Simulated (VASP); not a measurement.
Set up this calculation in VASP 6.6.1, as the native input.

```yaml
Task: single point
Functional: PBEsol
Potentials_or_basis: VASP PAW PBE potentials, release 64 (Cs_sv)
Cutoff: 520 eV
k_mesh: 12 × 12 × 12
Occupations: gaussian, width 0.15 eV
Spin: no spin polarisation
Dipole_correction: no
Further_INCAR_settings: ALGO = Fast; EDIFF = 1e-06; NBANDS = 10
```

The structure of Cs lies in POSCAR:

```
Cs
1.0
   -3.0980625000      3.0980625000      2.9469375000
    3.0980625000     -3.0980625000      2.9469375000
    3.0980625000      3.0980625000     -2.9469375000
Cs
1
Direct
    0.0000000000      0.0000000000      0.0000000000
```

This cell differs from its parent crystal: strain +0.025 along x and y, -0.025 along z.

These files were run (other wordings do the same):

INCAR

```
PREC = Accurate
ENCUT = 520
EDIFF = 1E-6
ISMEAR = 0
SIGMA = 0.15
LREAL = False
LASPH = True
NELM = 80
ALGO = Fast
ISIF = 2
LWAVE = False
LCHARG = False
GGA = PS
NBANDS = 10
```

KPOINTS

```
regular mesh
0
Gamma
  12 12 12
```

Potentials or basis: VASP PAW PBE potentials, release 64 (Cs_sv).

Command:

```sh
$ cat potpaw_PBE.64/Cs_sv/POTCAR > POTCAR
$ mpirun -np 1 vasp_std > vasp.out
```

It gave:

```yaml
Pressure: -0.1 GPa
Band_gap_on_the_k_mesh: zero (an odd number of electrons rules out a gap without spin polarisation)
```

Caveat: the cell differs from its parent crystal (strain +0.025 along x and y, -0.025 along z); the PAW data sets were made with another functional, which shifts forces and pressure a little; spin-orbit coupling is left out, which moves the levels of the heavy elements.

Wall time 120 s on 1 thread of Oxide Virtual Turin-like Processor, with other jobs on the host, peak memory 0.31 GiB.
